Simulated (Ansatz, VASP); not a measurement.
**NaAg: VASP beside Ansatz**

```
CELL_PARAMETERS angstrom
3.09939 0.00000 0.00000
-1.54970 2.68415 0.00000
0.00000 0.00000 5.16070
ATOMIC_POSITIONS crystal
Na 0.33333 0.66667 0.50000
Ag 0.00000 0.00000 0.00000
```

Alike in both runs: functional PBE; k mesh 15 × 15 × 8; occupations gaussian, width 0.1 eV; no spin polarisation.

Ansatz relaxed the structure, and its values are those at the end. VASP's run is a single point on that final structure, the one shown.

|  | VASP | Ansatz |
| --- | --- | --- |
| version | VASP 6.6.1 | Ansatz 0.2.0 |
| potentials or method | VASP PAW PBE potentials, release 64 (Na_pv, Ag), cutoff 520 eV | scalar-relativistic, plane waves, PAW |
| valence electrons in the cell | 18 | 28 |

|  | VASP | Ansatz | Ansatz less VASP |
| --- | --- | --- | --- |
| gap on the k mesh at the Fermi level (eV) | none | none | - |
| pressure (GPa) | 0.0 | 0.0 | -0.05 |

A gap of «none» marks a metal or a gap that the smearing closes. The functional is the same, so the differences come from potentials, cutoffs and numerics. VASP's potentials hold 18 valence electrons a cell and Ansatz's 28, so a difference there can come from the potentials and not from the codes.
